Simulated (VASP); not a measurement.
# Ba2N in VASP: notebook

The runs below take Ba2N through single point, with LDA.

Program: VASP 6.6.1. These are calculated values, not measurements. Logs are shortened: lines on timing, memory, paths and dates and some standing lists are left out, and cuts for length are marked.

**1. The cell of the first run**

The cell holds a slab with vacuum, 3 atoms: a = 4.029 Å, b = 4.029 Å, c = 17.976 Å, α = 90.00°, β = 90.00°, γ = 60.00°.

**2. Single point, LDA**

Input file INCAR:

```
ALGO     = Normal         # electronic algorithm
DIPOL    = 0.5 0.5 0.472
EDIFF    = 1E-6           # SCF threshold, eV
ENCUT    = 520            # plane-wave cutoff, eV
GGA      = CA             # functional
IDIPOL   = 3            
ISIF     = 2              # what is computed and relaxed
ISMEAR   = -1             # smearing method
LASPH    = True           # aspherical terms in the spheres
LCHARG   = False          # write CHGCAR
LDIPOL   = True         
LREAL    = False          # projectors in reciprocal space
LWAVE    = False          # write WAVECAR
NBANDS   = 20             # bands
NELM     = 100            # most SCF steps
PREC     = Accurate       # precision mode
SIGMA    = 0.05           # smearing width, eV
```

Input file KPOINTS:

```
k-points
0
Gamma
  5 5 1
```

Input file POSCAR:

```
Ba2N
1.0
    4.0289999984      0.0000000000      0.0000000000
    2.0144999976      3.4892163514      0.0000000000
    0.0000000000      0.0000000000     17.9755897500
Ba N
2 1
Direct
    0.0000000004      0.0000000004      0.6662140111
    0.6666666668      0.6666666668      0.4171996777
    0.0000000000      0.0000000000      0.3337859889
```

Potentials or basis: VASP PAW LDA potentials, release 64 (Ba_sv, N).

The run is started by

```
cat potpaw_LDA.64/Ba_sv/POTCAR potpaw_LDA.64/N/POTCAR > POTCAR
mpirun -np 1 vasp_std > vasp.out
```

OUTCAR:

```text
EDIFF = 1E-6
   ENCUT = 520
   GGA = CA
   ISIF = 2
   ISMEAR = -1
   LASPH = True
   LREAL = False
   NELM = 100
   PREC = Accurate

 ion  position               nearest neighbor table
   1  0.000  0.000  0.666-
   2  0.667  0.667  0.417-   3 2.77   3 2.77   3 2.77
   3  0.000  0.000  0.334-   2 2.77   2 2.77   2 2.77

  LATTYP: Found a hexagonal cell.
 ALAT       =     4.0289999984
 C/A-ratio  =     4.4615511931

  Lattice vectors:

 A1 = (  -2.0144999976,  -3.4892163514,   0.0000000000)
 A2 = (   4.0289999984,   0.0000000000,   0.0000000000)
 A3 = (   0.0000000000,   0.0000000000,  17.9755897500)

Analysis of symmetry for initial positions (statically):
=====================================================================
 Subroutine PRICEL returns:
 Original cell was already a primitive cell.

 Routine SETGRP: Setting up the symmetry group for a
 hexagonal supercell.

 Subroutine GETGRP returns: Found  6 space group operations
 (whereof  6 operations were pure point group operations)
 out of a pool of 24 trial point group operations.

The static configuration has the point symmetry C_3v.

Analysis of symmetry for dynamics (positions and initial velocities):
=====================================================================
 Subroutine PRICEL returns:
 Original cell was already a primitive cell.

 Routine SETGRP: Setting up the symmetry group for a
 hexagonal supercell.

 Subroutine GETGRP returns: Found  6 space group operations
 (whereof  6 operations were pure point group operations)
 out of a pool of 24 trial point group operations.

The dynamic configuration has the point symmetry C_3v.

 Subroutine INISYM returns: Found  6 space group operations
 (whereof  6 operations are pure point group operations),
 and found     1 'primitive' translations

----------------------------------------------------------------------------------------

                                     Primitive cell

  volume of cell :     252.7018

  direct lattice vectors                    reciprocal lattice vectors
     4.028999998  0.000000000  0.000000000     0.248200546 -0.143298652  0.000000000
     2.014499998  3.489216351  0.000000000     0.000000000  0.286597304  0.000000000
     0.000000000  0.000000000 17.975589750     0.000000000  0.000000000  0.055630998

  length of vectors
[... 65 lines left out ...]
   LREAL  =      F    real-space projection
   EDIFFG = 0.1E-04   stopping-criterion for IOM
   NSW    =      0    number of steps for IOM
   IBRION =     -1    ionic relax: 0-MD 1-quasi-New 2-CG
   NFREE  =      0    steps in history (QN), initial steepest desc. (CG)
   ISIF   =      2    stress and relaxation
   ISYM   =      2    0-nonsym 1-usesym 2-fastsym
   POTIM  = 0.5000    time-step for ionic-motion
   TEBEG  =    0.0;   TEEND  =   0.0 temperature during run
   PSTRESS=    0.0 pullay stress
   NELECT =      25.0000    total number of electrons
   NUPDOWN=      -1.0000    fix difference up-down
   EMIN   =  10.00;   EMAX   =-10.00  energy-range for DOS
   EFERMI =   0.00;   METHOD = LEGACY
   ISMEAR =    -1;   SIGMA  =   0.05  broadening in eV -4-tet -1-fermi 0-gaus
   EFERMI_NEDOS =   21; number of points for ismear=-14 and -15
   IALGO  =     38    algorithm
   IMIX   =      4    mixing-type and parameters
     AMIX     =   0.40;   BMIX     =  1.00
     AMIX_MAG =   1.60;   BMIX_MAG =  1.00
  volume/ion in A,a.u.               =      84.23       568.44
  Fermi-wavevector in a.u.,A,eV,Ry     =   0.757156  1.430817  7.800020  0.573285
  Thomas-Fermi vector in A             =   1.855439
   LORBIT       =      0    0 simple, 1 ext, 2 COOP (PROOUT), +10 PAW based schemes
   GGA     = CA    functional components
   LHFCALC =     F    Hartree Fock is set to
   AEXX    =    0.0000 exact exchange contribution
   IVDW    =     0    specifies the selected vdW correction
   LEPSILON=     F    determine dielectric tensor
   LRPA    =     F    only Hartree local field effects (RPA)
 non-spin polarized calculation
  energy-cutoff  :      520.00
  volume of cell :      252.70
 maximum number of plane-waves:      6841
 NGX is ok and might be reduce to    30

 number of electron      25.0000000 magnetization

 dipolmoment           0.000000      0.000000     -0.372164 electrons x Angstroem

 Free energy of the ion-electron system (eV)
  ---------------------------------------------------
  ext. energy  EPLUGINS =         0.00000000
  ---------------------------------------------------
  free energy    TOTEN  =        -9.86116715 eV

  energy without entropy =       -9.74179336  energy(sigma->0) =       -9.80148026

 E-fermi :  -2.2721     XC(G=0):  -4.6585

 val. band max:       -2.2771025944   @ k =  -0.4000   0.2000   0.0000
 cond. band min:      -2.2665068825   @ k =   0.0000   0.0000   0.0000
 fundamental gap:      0.0105957118
 Fermi energy:        -2.2720656140

 k-point     1 :       0.0000    0.0000    0.0000
  band No.  band energies     occupation
      1     -31.3120      2.00000
      2     -29.3655      2.00000
      3     -16.6019      2.00000
      4     -16.0516      2.00000
      5     -16.0516      2.00000
      6     -15.0871      2.00000
[... 104 lines left out ...]
     19       0.7992      0.00000
     20       1.9170      0.00000

------------------------ aborting loop because EDIFF is reached ----------------------------------------

 vacuum level on the upper side and lower side of the slab       (xc-potential included)        -3.033         1.884

  FORCE on cell =-STRESS in cart. coord.  units (eV):
  Direction    XX          YY          ZZ          XY          YZ          ZX
  --------------------------------------------------------------------------------------
  -------------------------------------------------------------------------------------
  Total       -0.8898989     -0.8898989     -4.9123975      0.0000000      0.0000000      0.0000000
  in kB       -5.6421278     -5.6421278    -31.1455335      0.0000000      0.0000000      0.0000000
  external PRESSURE =     -14.1432630 kB  Pullay stress =       0.0000000 kB

 VOLUME and BASIS-vectors are now :
 -----------------------------------------------------------------------------
  energy-cutoff  :      520.00
  volume of cell :      252.70
      direct lattice vectors                 reciprocal lattice vectors
     4.028999998  0.000000000  0.000000000     0.248200546 -0.143298652  0.000000000
     2.014499998  3.489216351  0.000000000     0.000000000  0.286597304  0.000000000
     0.000000000  0.000000000 17.975589750     0.000000000  0.000000000  0.055630998

 POSITION                                       TOTAL-FORCE (eV/Angst)
 -----------------------------------------------------------------------------------
      0.00000      0.00000     11.97559         0.000000      0.000000     -0.203936
      4.02900      2.32614      7.49941        -0.000000      0.000000     -2.494561
      0.00000      0.00000      6.00000         0.000000     -0.000000      2.698497
 -----------------------------------------------------------------------------------
    total drift:                               -0.000002     -0.000001     -0.001447

  FREE ENERGIE OF THE ION-ELECTRON SYSTEM (eV)
  ---------------------------------------------------
  free  energy   TOTEN  =        -9.8611671544 eV

  energy  without entropy=       -9.7417933641  energy(sigma->0) =       -9.80148026

 vacuum level on the upper side and lower side of the slab        -0.215         4.842
```

OSZICAR:

```text
N       E                     dE             d eps       ncg     rms          rms(c)
DAV:   1     0.211749444345E+03    0.21175E+03   -0.92755E+03   200   0.930E+02
DAV:   2     0.132957885188E+02   -0.19845E+03   -0.19369E+03   280   0.205E+02
DAV:   3    -0.161247728566E+02   -0.29421E+02   -0.29140E+02   296   0.840E+01
[... 31 lines left out ...]
DAV:  35    -0.986116412916E+01   -0.54578E-05   -0.55421E-06   164   0.420E-03    0.549E-03
DAV:  36    -0.986116691595E+01   -0.27868E-05   -0.17469E-05   160   0.375E-03    0.139E-02
DAV:  37    -0.986116590725E+01    0.10087E-05   -0.65106E-06   156   0.249E-03    0.266E-03
DAV:  38    -0.986116692870E+01   -0.10215E-05   -0.38243E-06   152   0.190E-03    0.761E-03
DAV:  39    -0.986116715439E+01   -0.22568E-06   -0.20184E-06   148   0.133E-03
   1 F= -.98611672E+01 E0= -.98014803E+01  d E =-.119374E+00
```

Run time: 84 s. Hardware: 1 thread of AMD EPYC 7R43 (Zen 3), shared host; peak memory 0.23 GiB.

What came out:

| Item | Value |
| --- | --- |
| Free energy | -9.8612 eV |
| Largest force | 2.698 eV/Å |

Forces in eV/Å, atoms in the order of the input:
```
Ba   0.000  0.000 -0.204
Ba   0.000  0.000 -2.495
N    0.000  0.000  2.698
```

Caveat: the k points lie up to 0.36 Å⁻¹ apart; spin-orbit coupling is left out, which moves the levels of the heavy elements.

**3. Single point, LDA**

This run uses another cell than the first one: it holds 6 atoms, not 3.

Input file INCAR:

```
SYSTEM = Ba2N
  ALGO = Normal
  DIPOL = 0.5 0.5 0.481
  EDIFF = 1E-7
  ENCUT = 520
  IDIPOL = 3
  ISIF = 2
  ISMEAR = -1
  LASPH = .TRUE.
  LCHARG = .FALSE.
  LDIPOL = .TRUE.
  LREAL = .FALSE.
  LWAVE = .FALSE.
  NBANDS = 34
  NELM = 60
  PREC = Accurate
  SIGMA = 0.05
```

Input file KPOINTS:

```
k-points
0
G
  5 5 1
  0 0 0
```

Input file POSCAR:

```
Ba2N
1.0
    4.0289999984      0.0000000000      0.0000000000
    2.0144999976      3.4892163514      0.0000000000
    0.0000000000      0.0000000000     25.4505897500
Ba N
4 2
Direct
    0.0000000004      0.0000000004      0.4705427209
    0.6666666668      0.6666666668      0.2946654802
    0.6666666675      0.6666666675      0.7642490780
    0.3333333339      0.3333333339      0.5883718372
    0.0000000000      0.0000000000      0.2357509220
    0.6666666671      0.6666666671      0.5294572791
```

Potentials or basis: VASP PAW LDA potentials, release 64 (Ba_sv, N).

The run is started by

```
cat potpaw_LDA.64/Ba_sv/POTCAR potpaw_LDA.64/N/POTCAR > POTCAR
mpirun -np 1 vasp_std > vasp.out
```

It took 3.9 min on 1 thread of AMD EPYC 7R43 (Zen 3), shared host; peak memory 0.32 GiB.

Results (log left out):

- Free energy: -24.9270 eV
- Largest force: 2.753 eV/Å
- Band gap on the k mesh: zero (band 25 reaches -0.85 eV, above the bottom of band 26 at -1.08 eV)

Forces on the atoms (eV/Å):
```
Ba   0.000  0.000  0.323
Ba   0.000  0.000 -2.696
Ba   0.000  0.000 -0.142
Ba   0.000  0.000 -0.092
N    0.000  0.000  2.753
N    0.000  0.000 -0.146
```

Levels at points of the mesh, in eV from the Fermi level:
```
           k point  band 24  band 25  band 26  band 27  band 28  band 29
(0.00, 0.00, 0.00)    -0.71    -0.24    -0.16    -0.16     0.37     1.14
```

Caveat: the k points lie up to 0.36 Å⁻¹ apart; spin-orbit coupling is left out, which moves the levels of the heavy elements.

**4. Single point, LDA**

This run uses another cell than the first one: it holds 9 atoms, not 3.

Input file INCAR:

```
SYSTEM = Ba2N
ALGO = Normal ; DIPOL = 0.5 0.5 0.485
EDIFF = 1E-6 ; ENCUT = 520
IDIPOL = 3 ; ISIF = 2
ISMEAR = -1 ; LASPH = .TRUE.
LCHARG = .FALSE. ; LDIPOL = .TRUE.
LREAL = .FALSE. ; LWAVE = .FALSE.
NBANDS = 48 ; NELM = 80
PREC = Accurate ; SIGMA = 0.05
```

KPOINTS is that of step 3.

Input file POSCAR:

```
Ba2N
1.0
    4.0289999984      0.0000000000      0.0000000000
    2.0144999976      3.4892163514      0.0000000000
    0.0000000000      0.0000000000     32.9255897500
Ba N
6 3
Direct
    0.0000000004      0.0000000004      0.3637167881
    0.6666666668      0.6666666668      0.2277684411
    0.6666666675      0.6666666675      0.5907438530
    0.3333333339      0.3333333339      0.4547955060
    0.3333333347      0.3333333347      0.8177709178
    0.0000000011      0.0000000011      0.6818225708
    0.0000000000      0.0000000000      0.1822290822
    0.6666666671      0.6666666671      0.4092561470
    0.3333333343      0.3333333343      0.6362832119
```

Potentials or basis: VASP PAW LDA potentials, release 64 (Ba_sv, N).

The run is started by

```
cat potpaw_LDA.64/Ba_sv/POTCAR potpaw_LDA.64/N/POTCAR > POTCAR
mpirun -np 1 vasp_std > vasp.out
```

OUTCAR:

```text
SYSTEM = Ba2N
   EDIFF = 1E-6
   ENCUT = 520
   ISIF = 2
   ISMEAR = -1
   LASPH = .TRUE.
   LREAL = .FALSE.
   NELM = 80
   PREC = Accurate

 ion  position               nearest neighbor table
   1  0.000  0.000  0.364-   8 2.77   8 2.77   8 2.77   4 3.80   4 3.80   4 3.80
   2  0.667  0.667  0.228-   7 2.77   7 2.77   7 2.77
   3  0.667  0.667  0.591-   9 2.77   9 2.77   9 2.77   6 3.80   6 3.80   6 3.80
   4  0.333  0.333  0.455-   8 2.77   8 2.77   8 2.77   1 3.80   1 3.80   1 3.80
   5  0.333  0.333  0.818-
   6  0.000  0.000  0.682-   9 2.77   9 2.77   9 2.77   3 3.80   3 3.80   3 3.80
   7  0.000  0.000  0.182-   2 2.77   2 2.77   2 2.77
   8  0.667  0.667  0.409-   1 2.77   1 2.77   1 2.77   4 2.77   4 2.77   4 2.77
   9  0.333  0.333  0.636-   3 2.77   6 2.77   6 2.77   3 2.77   3 2.77   6 2.77

  LATTYP: Found a hexagonal cell.
 ALAT       =     4.0289999984
 C/A-ratio  =     8.1721493579

  Lattice vectors:

 A1 = (  -2.0144999976,  -3.4892163514,   0.0000000000)
 A2 = (   4.0289999984,   0.0000000000,   0.0000000000)
 A3 = (   0.0000000000,   0.0000000000,  32.9255897500)

Analysis of symmetry for initial positions (statically):
=====================================================================
 Subroutine PRICEL returns:
 Original cell was already a primitive cell.

 Routine SETGRP: Setting up the symmetry group for a
 hexagonal supercell.

 Subroutine GETGRP returns: Found  6 space group operations
 (whereof  6 operations were pure point group operations)
 out of a pool of 24 trial point group operations.

The static configuration has the point symmetry C_3v.

Analysis of symmetry for dynamics (positions and initial velocities):
=====================================================================
 Subroutine PRICEL returns:
 Original cell was already a primitive cell.

 Routine SETGRP: Setting up the symmetry group for a
[... 130 lines left out ...]
   LRPA    =     F    only Hartree local field effects (RPA)
 non-spin polarized calculation
  energy-cutoff  :      520.00
  volume of cell :      462.87
 maximum number of plane-waves:     12531
 NGX is ok and might be reduce to    30
   NGX = 15   NGY = 15   NGZ =123

 dipolmoment           0.000000      0.000000      0.268775 electrons x Angstroem

 number of electron      75.0000001 magnetization

 dipolmoment           0.000000      0.000000     -0.372419 electrons x Angstroem

 Free energy of the ion-electron system (eV)
  ---------------------------------------------------
  ext. energy  EPLUGINS =         0.00000000
  ---------------------------------------------------
  free energy    TOTEN  =       -39.97672375 eV

  energy without entropy =      -39.80630910  energy(sigma->0) =      -39.89151642

 E-fermi :  -0.1723     XC(G=0):  -6.4282

 val. band max:       -0.1826840982   @ k =   0.4000   0.0000   0.0000
 cond. band min:      -0.1564591247   @ k =   0.2000   0.0000   0.0000
 fundamental gap:      0.0262249735
 Fermi energy:        -0.1723399942

 k-point     1 :       0.0000    0.0000    0.0000
  band No.  band energies     occupation
      1     -29.1774      2.00000
      2     -28.3202      2.00000
      3     -28.2520      2.00000
      4     -28.1499      2.00000
      5     -28.0727      2.00000
      6     -27.2830      2.00000
[... 244 lines left out ...]
     47       1.5055      0.00000
     48       1.8074      0.00000

------------------------ aborting loop because EDIFF is reached ----------------------------------------

 vacuum level on the upper side and lower side of the slab       (xc-potential included)        -3.119         1.886

  FORCE on cell =-STRESS in cart. coord.  units (eV):
  Direction    XX          YY          ZZ          XY          YZ          ZX
  --------------------------------------------------------------------------------------
  -------------------------------------------------------------------------------------
  Total       -4.2937623     -4.2937623     -7.1410107      0.0000000      0.0000000      0.0000000
  in kB      -14.8624309    -14.8624310    -24.7178981      0.0000000      0.0000000      0.0000000
  external PRESSURE =     -18.1475867 kB  Pullay stress =       0.0000000 kB

 VOLUME and BASIS-vectors are now :
 -----------------------------------------------------------------------------
  energy-cutoff  :      520.00
  volume of cell :      462.87
      direct lattice vectors                 reciprocal lattice vectors
     4.028999998  0.000000000  0.000000000     0.248200546 -0.143298652  0.000000000
     2.014499998  3.489216351  0.000000000     0.000000000  0.286597304  0.000000000
     0.000000000  0.000000000 32.925589750     0.000000000  0.000000000  0.030371514

 POSITION                                       TOTAL-FORCE (eV/Angst)
 -----------------------------------------------------------------------------------
      0.00000      0.00000     11.97559         0.000000      0.000000      0.312785
      4.02900      2.32614      7.49941         0.000000      0.000000     -2.690764
      4.02900      2.32614     19.45059        -0.000000      0.000000      0.364130
      2.01450      1.16307     14.97441         0.000000      0.000000     -0.311951
      2.01450      1.16307     26.92559        -0.000000     -0.000000     -0.139002
      0.00000      0.00000     22.44941        -0.000000     -0.000000     -0.131395
      0.00000      0.00000      6.00000         0.000000      0.000000      2.748646
      4.02900      2.32614     13.47500         0.000000      0.000000     -0.035762
      2.01450      1.16307     20.95000        -0.000000      0.000000     -0.116687
 -----------------------------------------------------------------------------------
    total drift:                               -0.000020     -0.000012     -0.000935

  FREE ENERGIE OF THE ION-ELECTRON SYSTEM (eV)
  ---------------------------------------------------
  free  energy   TOTEN  =       -39.9767237471 eV

  energy  without entropy=      -39.8063090975  energy(sigma->0) =      -39.89151642

 vacuum level on the upper side and lower side of the slab         1.836         6.921
```

It took 9.2 min on 1 thread of AMD EPYC 7R43 (Zen 3), shared host; peak memory 0.38 GiB.

What came out:

* Free energy: -39.9767 eV
* Largest force: 2.749 eV/Å

Forces in eV/Å, atoms in the order of the input:
```
Ba   0.000  0.000  0.313
Ba   0.000  0.000 -2.691
Ba   0.000  0.000  0.364
Ba   0.000  0.000 -0.312
Ba   0.000  0.000 -0.139
Ba   0.000  0.000 -0.131
N    0.000  0.000  2.749
N    0.000  0.000 -0.036
N    0.000  0.000 -0.117
```

Caveat: the k points lie up to 0.36 Å⁻¹ apart; spin-orbit coupling is left out, which moves the levels of the heavy elements.

**5. The runs side by side**

```tsv
cell	gap on the mesh (eV)	largest force (eV/Å)
a = 4.029, b = 4.029, c = 17.976 Å, angles 90.0, 90.0, 60.0°, 3 atoms	none	2.70
a = 4.029, b = 4.029, c = 25.451 Å, angles 90.0, 90.0, 60.0°, 6 atoms	none	2.75
a = 4.029, b = 4.029, c = 32.926 Å, angles 90.0, 90.0, 60.0°, 9 atoms	none	2.75
```

Alike in all rows: task single point; level LDA; potentials or basis VASP PAW LDA potentials, release 64 (Ba_sv, N); no spin polarisation; k mesh 5 × 5 × 1; cutoff (eV) 520; smearing fermi-dirac 0.05 eV.

Caveats: all runs use coarse meshes; spin-orbit coupling is left out, which moves the levels of the heavy elements.

Absolute energies hang on the potentials; compare differences alone.
